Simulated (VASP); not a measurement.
## ZrS: single point with PBEsol

ZrS:

```xyz
2
Lattice="0.0000 2.7168 2.5232 2.5101 0.0000 2.5232 2.5101 2.7168 0.0000" Properties=species:S:1:pos:R:3 pbc="T T T"
Zr    0.0000    0.0000    0.0000
S     2.5101    2.7168    2.5232
```

This cell differs from its parent crystal: strain +e along x and -e along y -0.0400, strain +e along z and -e/2 along x and y -0.0233.

| Item | Value |
| --- | --- |
| Program | VASP 6.6.1 |
| Task | single point |
| Functional | PBEsol |
| Potentials or basis | VASP PAW PBE potentials, release 64 (Zr_sv, S) |
| Cutoff | 520 eV |
| k mesh | 16 × 16 × 16 |
| Occupations | gaussian, width 0.15 eV |
| Spin | no spin polarisation |

* Pressure: 2.8 GPa
* Band gap on the k mesh: zero (bands 9 and 10 overlap by 2.83 eV)

Stress tensor (GPa, compression positive):
```
 10.63   0.00   0.00
  0.00 -10.82   0.00
  0.00   0.00   8.47
```

Levels at points of the mesh, in eV from the Fermi level:
```csv
k point,band 7,band 8,band 9,band 10,band 11,band 12
"(0.00, 0.00, 0.00)",-3.41,-3.39,-1.99,-1.17,-1.11,-1.09
"(0.50, 0.00, 0.00)",-6.19,-6.14,1.52,1.78,1.91,2.08
"(0.50, 0.50, 0.00)",-4.55,-4.49,-3.62,0.60,2.18,2.87
"(0.50, 0.00, 0.50)",-4.20,-4.19,-3.72,0.34,2.57,2.59
"(0.00, 0.50, 0.50)",-4.58,-4.53,-3.63,0.64,2.18,2.85
```

It took 2.5 min on 1 thread of Intel(R) Xeon(R) 6975P-C (Granite Rapids), on a shared host, peak memory 0.43 GiB.

Caveat: the cell differs from its parent crystal (strain +e along x and -e along y -0.0400, strain +e along z and -e/2 along x and y -0.0233); the stress differs along the axes, from -11 to 11 GPa; the PAW data sets were made with another functional, which shifts forces and pressure a little.
